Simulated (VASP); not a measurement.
# Ir: density of states with PBE

The system is Ir.

```
Ir
1.0
     0.00000    1.93521    1.93521
     1.93521    0.00000    1.93521
     1.93521    1.93521    0.00000
Ir
1
Direct
  0.00000 0.00000 0.00000
```

| Property | Result |
| --- | --- |
| Program | VASP 6.6.1 |
| Task | density of states |
| Functional | PBE |
| Potentials or basis | VASP PAW PBE potentials, release 64 (Ir) |
| Cutoff | 400 eV |
| k mesh | 18 × 18 × 18 |
| Occupations | gaussian, width 0.1 eV |
| Spin | no spin polarisation |
| Dipole correction | no |
| k mesh for the DOS | 27 × 27 × 27 |
| Occupations for the DOS | tetrahedron |
| Further INCAR settings | ALGO = Normal; EDIFF = 1e-06 |

The valence electrons inside the program's atomic spheres are Ir 8.31.

Levels at points of the mesh, in eV from the Fermi level:
| k point | band 1 | band 2 | band 3 | band 4 | band 5 | band 6 | band 7 | band 8 |
| --- | --- | --- | --- | --- | --- | --- | --- | --- |
| (0.00, 0.00, 0.00) | -10.85 | -3.73 | -3.73 | -3.73 | -1.14 | -1.14 | 14.38 | 19.83 |

Wall time 25 s on 1 thread of Intel Xeon 6975P-C, with other jobs on the host, peak memory 0.16 GiB.

Caveat: spin-orbit coupling is left out, which moves the levels of the heavy elements.
